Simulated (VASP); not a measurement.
A run of VASP 6.6.1 is set up as follows.

The input POSCAR:

```
SrO
1.0
    0.0000000000      2.5283443637      2.6547615818
    2.5283443637      0.0000000000      2.6547615818
    2.5283443637      2.5283443637      0.0000000000
Sr O
1 1
Direct
    0.0000000000      0.0000000000      0.0000000000
    0.5000000000      0.5000000000      0.5000000000
```

Contents of INCAR.step1:

```
SYSTEM = SrO
PREC = Accurate ; ENCUT = 520
ISMEAR = 0 ; SIGMA = 0.05
LREAL = .FALSE. ; LASPH = .TRUE.
NELM = 100 ; NBANDS = 15
GGA = PE ; ALGO = Normal
EDIFF = 1E-4 ; LWAVE = .TRUE.
LCHARG = .FALSE.
```

INCAR.step2

```
SYSTEM = SrO
PREC = Accurate ; ENCUT = 520
EDIFF = 1E-7 ; ISMEAR = 0
SIGMA = 0.05 ; LREAL = .FALSE.
LASPH = .TRUE. ; NELM = 100
ALGO = Normal ; ISIF = 2
LWAVE = .FALSE. ; LCHARG = .TRUE.
METAGGA = R2SCAN ; LMIXTAU = .TRUE.
LELF = .TRUE. ; LVHAR = .TRUE.
NBANDS = 15 ; ISTART = 1
```

KPOINTS

```
Automatic mesh
0
G
  8 8 8
  0 0 0
```

Potentials or basis: VASP PAW PBE potentials, release 64 (Sr_sv, O).

Command:

```console
$ cat potpaw_PBE.64/Sr_sv/POTCAR potpaw_PBE.64/O/POTCAR > POTCAR
$ cp INCAR.step1 INCAR
$ mpirun -np 1 vasp_std > vasp.out
$ cp INCAR.step2 INCAR
$ mpirun -np 1 vasp_std > vasp.out
```

Q: What does it give for the band gap on the k mesh?

A: 3.64 eV, indirect (least direct gap 3.70 eV).

Q: Predict the pressure.

A: 2.2 GPa.

Stress tensor (GPa, compression positive):
```
 4.50  0.00  0.00
 0.00  4.50  0.00
 0.00  0.00 -2.36
```

Caveat: the PAW data sets were made with another functional, which shifts forces and pressure a little. A k mesh can miss the band edges.
